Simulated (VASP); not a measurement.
# C (P1) in VASP: single point with HSE06

Aim: the single point of C with HSE06.

Everything below comes from runs of VASP 6.6.1. Logs are shortened: lines on timing, memory, paths and dates and some standing lists are left out, and cuts for length are marked.

**1. The cell of the first run**

The typed cell holds 7 atoms: a = 3.577 Å, b = 3.577 Å, c = 3.577 Å, α = 90.00°, β = 90.00°, γ = 90.00°.

**2. Single point, HSE06**

File POSCAR:

```
C
1.0
    3.5771400000      0.0000000000      0.0000000000
    0.0000000000      3.5771400000      0.0000000000
    0.0000000000      0.0000000000      3.5771400000
C
7
Direct
    0.0003300000      0.4977400000      0.5024100000
    0.5025000000     -0.0010500000      0.4980600000
    0.4993400000      0.5014900000      0.0000000000
    0.2481400000      0.2504900000      0.2536500000
    0.2517300000      0.7479400000      0.7494300000
    0.7476200000      0.2492000000      0.7515200000
    0.7507700000      0.7507500000      0.2478200000
```

File INCAR.step1:

```
  ALGO = Normal
  EDIFF = 1E-5
  ENCUT = 520
  GGA = PE
  GGA_COMPAT = False
  ISIF = 2
  ISMEAR = 0
  LASPH = True
  LCHARG = False
  LREAL = False
  LWAVE = True
  NBANDS = 23
  NELM = 120
  PREC = Accurate
  SIGMA = 0.01
```

File INCAR.step2:

```
  ALGO = Normal
  EDIFF = 1E-6
  ENCUT = 520
  GGA = PE
  GGA_COMPAT = False
  HFSCREEN = 0.2079
  ISIF = 2
  ISMEAR = 0
  ISTART = 1
  LASPH = True
  LCHARG = False
  LHFCALC = True
  LREAL = False
  LWAVE = False
  NBANDS = 23
  NELM = 120
  PREC = Accurate
  PRECFOCK = Normal
  SIGMA = 0.01
```

File KPOINTS:

```
k-points
0
Gamma
  1 1 1
```

Potentials or basis: VASP PAW PBE potentials, release 64 (C).

On the command line:

```
$ cat potpaw_PBE.64/C/POTCAR > POTCAR
$ cp INCAR.step1 INCAR
$ mpirun -np 1 vasp_gam > vasp.out
$ cp INCAR.step2 INCAR
$ mpirun -np 1 vasp_gam > vasp.out
```

OUTCAR:

```text
EDIFF = 1E-6
   ENCUT = 520
   GGA = PE
   HFSCREEN = 0.2079
   ISIF = 2
   ISMEAR = 0
   ISTART = 1
   LASPH = True
   LHFCALC = True
   LREAL = False
   NELM = 120
   PREC = Accurate
   PRECFOCK = Normal

 ion  position               nearest neighbor table
   1  0.000  0.498  0.502-   4 1.54   5 1.55   6 1.55   7 1.56
   2  0.502  0.999  0.498-   7 1.54   6 1.55   4 1.55   5 1.56
   3  0.499  0.501  0.000-   5 1.54   7 1.55   6 1.55   4 1.56
   4  0.248  0.250  0.254-   1 1.54   2 1.55   3 1.56
   5  0.252  0.748  0.749-   3 1.54   1 1.55   2 1.56
   6  0.748  0.249  0.752-   2 1.55   3 1.55   1 1.55
   7  0.751  0.751  0.248-   2 1.54   3 1.55   1 1.56

  LATTYP: Found a simple cubic cell.
 ALAT       =     3.5771400000

  Lattice vectors:

 A1 = (   3.5771400000,   0.0000000000,   0.0000000000)
 A2 = (   0.0000000000,   3.5771400000,   0.0000000000)
 A3 = (   0.0000000000,   0.0000000000,   3.5771400000)

Analysis of symmetry for initial positions (statically):
=====================================================================
 Subroutine PRICEL returns:
 Original cell was already a primitive cell.

 Routine SETGRP: Setting up the symmetry group for a
 simple cubic supercell.

 Subroutine GETGRP returns: Found  1 space group operations
 (whereof  1 operations were pure point group operations)
 out of a pool of 48 trial point group operations.

The static configuration has the point symmetry C_1 .

Analysis of symmetry for dynamics (positions and initial velocities):
=====================================================================
 Subroutine PRICEL returns:
 Original cell was already a primitive cell.

 Routine SETGRP: Setting up the symmetry group for a
 simple cubic supercell.

 Subroutine GETGRP returns: Found  1 space group operations
 (whereof  1 operations were pure point group operations)
 out of a pool of 48 trial point group operations.

The dynamic configuration has the point symmetry C_1 .

 Subroutine INISYM returns: Found  1 space group operations
 (whereof  1 operations are pure point group operations),
 and found     1 'primitive' translations

----------------------------------------------------------------------------------------

                                     Primitive cell

  volume of cell :      45.7728

  direct lattice vectors                    reciprocal lattice vectors
     3.577140000  0.000000000  0.000000000     0.279552939  0.000000000  0.000000000
     0.000000000  3.577140000  0.000000000     0.000000000  0.279552939  0.000000000
     0.000000000  0.000000000  3.577140000     0.000000000  0.000000000  0.279552939

  length of vectors
     3.577140000  3.577140000  3.577140000     0.279552939  0.279552939  0.279552939

  position of ions in fractional coordinates (direct lattice)
     0.000330000  0.497740000  0.502410000
     0.502500000  0.998950000  0.498060000
     0.499340000  0.501490000  0.000000000
     0.248140000  0.250490000  0.253650000
     0.251730000  0.747940000  0.749430000
     0.747620000  0.249200000  0.751520000
     0.750770000  0.750750000  0.247820000

  ion indices of the primitive-cell ions
   primitive index   ion index
                 1           1
                 2           2
                 3           3
                 4           4
                 5           5
                 6           6
                 7           7

----------------------------------------------------------------------------------------

 KPOINTS: k-points

Automatic generation of k-mesh.
 Grid dimensions read from file:
 generate k-points for:    1    1    1

 Generating k-lattice:

  Cartesian coordinates                     Fractional coordinates (reciprocal lattice)
     0.279552939  0.000000000  0.000000000     1.000000000  0.000000000  0.000000000
     0.000000000  0.279552939  0.000000000     0.000000000  1.000000000  0.000000000
     0.000000000  0.000000000  0.279552939     0.000000000  0.000000000  1.000000000

  Length of vectors
     0.279552939  0.279552939  0.279552939

  Shift w.r.t. Gamma in fractional coordinates (k-lattice)
     0.000000000  0.000000000  0.000000000

 Subroutine IBZKPT returns following result:
 ===========================================

 Found      1 irreducible k-points:

 Following reciprocal coordinates:
            Coordinates               Weight
  0.000000  0.000000  0.000000      1.000000
   k-points           NKPTS =      1   k-points in BZ     NKDIM =      1   number of bands    NBANDS=     23
   number of dos      NEDOS =    301   number of ions     NIONS =      7
   total plane-waves  NPLWV =  21952
   dimension x,y,z NGX =    28 NGY =   28 NGZ =   28
   dimension x,y,z NGXF=    56 NGYF=   56 NGZF=   56
   ions per type =               7
   NGX,Y,Z   is equivalent  to a cutoff of  13.01, 13.01, 13.01 a.u.
   NGXF,Y,Z  is equivalent  to a cutoff of  26.03, 26.03, 26.03 a.u.
 SYSTEM =  unknown system
   PREC   = accura    normal or accurate (medium, high low for compatibility)
   ISTART =      1    job   : 0-new  1-cont  2-samecut
   ICHARG =      0    charge: 1-file 2-atom 10-const
   ISPIN  =      1    spin polarized calculation?
   LNONCOLLINEAR =      F non collinear calculations
   LSORBIT =      F    spin-orbit coupling
   LASPH  =      T    aspherical Exc in radial PAW
   ENCUT  =  520.0 eV  38.22 Ry    6.18 a.u.   6.65  6.65  6.65*2*pi/ulx,y,z
   NELM   =    120;   NELMIN=  2; NELMDL=  0     # of ELM steps
   EDIFF  = 0.1E-05   stopping-criterion for ELM
   LREAL  =      F    real-space projection
   EDIFFG = 0.1E-04   stopping-criterion for IOM
   NSW    =      0    number of steps for IOM
   IBRION =     -1    ionic relax: 0-MD 1-quasi-New 2-CG
   NFREE  =      0    steps in history (QN), initial steepest desc. (CG)
   ISIF   =      2    stress and relaxation
   ISYM   =      3    0-nonsym 1-usesym 2-fastsym
   POTIM  = 0.5000    time-step for ionic-motion
   TEBEG  =    0.0;   TEEND  =   0.0 temperature during run
   PSTRESS=    0.0 pullay stress
   NELECT =      28.0000    total number of electrons
   NUPDOWN=      -1.0000    fix difference up-down
   EMIN   =  10.00;   EMAX   =-10.00  energy-range for DOS
   EFERMI =   0.00;   METHOD = LEGACY
   ISMEAR =     0;   SIGMA  =   0.01  broadening in eV -4-tet -1-fermi 0-gaus
   EFERMI_NEDOS =   21; number of points for ismear=-14 and -15
   IALGO  =     38    algorithm
   IMIX   =      1    mixing-type and parameters
     AMIX     =   0.40;   BMIX     =  1.00
     AMIX_MAG =   1.60;   BMIX_MAG =  1.00
  volume/ion in A,a.u.               =       6.54        44.13
  Fermi-wavevector in a.u.,A,eV,Ry     =   1.389712  2.626175 26.276936  1.931300
  Thomas-Fermi vector in A             =   2.513717
   LORBIT       =      0    0 simple, 1 ext, 2 COOP (PROOUT), +10 PAW based schemes
   GGA     = PE    functional components
   LHFCALC =     T    Hartree Fock is set to
   PRECFOCK=normal    Normal, Fast or Accurate (Low or Medium for compatibility)
   ENCUT4O =  -1.0   cutoff for four orbital integrals eV
   NKREDX  =     1    reduce k-point grid by
   NKREDY  =     1    reduce k-point grid by
   NKREDZ  =     1    reduce k-point grid by
   AEXX    =    0.2500 exact exchange contribution
   HFSCREEN=    0.2079 screening length (either q_TF or 0.3 A-1)
   HFSCREENC=   0.2079 screening length for correlation (either q_TF or 0.3 A-1)
   ENCUTFOCK=  -1.0 apply spherical cutoff to Coloumb kernel
   IVDW    =     0    specifies the selected vdW correction
   LEPSILON=     F    determine dielectric tensor
   LRPA    =     F    only Hartree local field effects (RPA)
 non-spin polarized calculation
 Gauss-broadening in eV      SIGMA  =   0.01
  energy-cutoff  :      520.00
  volume of cell :       45.77
 maximum number of plane-waves:       619
 NGX is ok and might be reduce to    28
  NGX = 20; NGY = 20; NGZ = 20

 number of electron      27.9999997 magnetization

 Free energy of the ion-electron system (eV)
  ---------------------------------------------------
  ext. energy  EPLUGINS =         0.00000000
  ---------------------------------------------------
  free energy    TOTEN  =       -60.35499204 eV

  energy without entropy =      -60.35499204  energy(sigma->0) =      -60.35499204

 E-fermi :  10.3133     XC(G=0): -10.1865

 val. band max:       10.2489037886   @ k =   0.0000   0.0000   0.0000
 cond. band min:      11.9564145020   @ k =   0.0000   0.0000   0.0000
 fundamental gap:      1.7075107134
 Fermi energy:        10.3132608775

 k-point     1 :       0.0000    0.0000    0.0000
  band No.  band energies     occupation
      1     -14.8802      2.00000
      2      -6.5720      2.00000
      3      -6.5636      2.00000
      4      -5.7398      2.00000
      5      -5.6057      2.00000
      6      -5.5903      2.00000
      7       0.4080      2.00000
      8       0.4671      2.00000
      9       0.5093      2.00000
     10       0.7345      2.00000
     11       3.1114      2.00000
     12       3.2324      2.00000
     13       3.2763      2.00000
     14      10.2489      2.00000
     15      11.9564      0.00000
     16      12.0054      0.00000
     17      14.1384      0.00000
     18      14.1889      0.00000
     19      14.2333      0.00000
     20      14.3925      0.00000
     21      14.6088      0.00000
     22      17.2357      0.00000
     23      18.1748      0.00000

------------------------ aborting loop because EDIFF is reached ----------------------------------------

  FORCE on cell =-STRESS in cart. coord.  units (eV):
  Direction    XX          YY          ZZ          XY          YZ          ZX
  --------------------------------------------------------------------------------------
  -------------------------------------------------------------------------------------
  Total       -6.8364434     -6.9011833     11.7815802     -0.2368545      1.2360713     -0.3014951
  in kB     -239.2946528   -241.5607280    412.3882803     -8.2905700     43.2659562    -10.5531711
  external PRESSURE =     -22.8223668 kB  Pullay stress =       0.0000000 kB

 VOLUME and BASIS-vectors are now :
 -----------------------------------------------------------------------------
  energy-cutoff  :      520.00
  volume of cell :       45.77
      direct lattice vectors                 reciprocal lattice vectors
     3.577140000  0.000000000  0.000000000     0.279552939  0.000000000  0.000000000
     0.000000000  3.577140000  0.000000000     0.000000000  0.279552939  0.000000000
     0.000000000  0.000000000  3.577140000     0.000000000  0.000000000  0.279552939

 POSITION                                       TOTAL-FORCE (eV/Angst)
 -----------------------------------------------------------------------------------
      0.00118      1.78049      1.79719         0.270284      0.139661      0.014542
      1.79751      3.57338      1.78163        -0.087589     -0.079097      0.256152
      1.78621      1.79390      0.00000         0.228103     -0.136175      0.155987
      0.88763      0.89604      0.90734         3.036487      3.295597      4.366525
      0.90047      2.67549      2.68082         3.398417     -3.151440     -4.602041
      2.67434      0.89142      2.68829        -3.565527      3.390670     -4.584365
      2.68561      2.68554      0.88649        -3.280176     -3.459217      4.393200
 -----------------------------------------------------------------------------------
    total drift:                                0.001974     -0.001812      0.000198

  FREE ENERGIE OF THE ION-ELECTRON SYSTEM (eV)
  ---------------------------------------------------
  free  energy   TOTEN  =       -60.3549920365 eV

  energy  without entropy=      -60.3549920365  energy(sigma->0) =      -60.35499204
```

Run time: 39 s. Hardware: 1 thread of Intel Xeon 6975P-C, shared host; peak memory 0.24 GiB.

Results:

- Free energy: -60.3550 eV
- Pressure: -2.3 GPa
- Largest force: 6.725 eV/Å
- Band gap on the k mesh: 1.71 eV

Forces on the atoms (eV/Å):
```
C    0.270  0.140  0.015
C   -0.088 -0.079  0.256
C    0.228 -0.136  0.156
C    3.036  3.296  4.367
C    3.398 -3.151 -4.602
C   -3.566  3.391 -4.584
C   -3.280 -3.459  4.393
```

Caveat: the k points lie up to 1.76 Å⁻¹ apart; the PAW data sets were made with another functional, which shifts forces and pressure a little. A k mesh can miss the band edges.
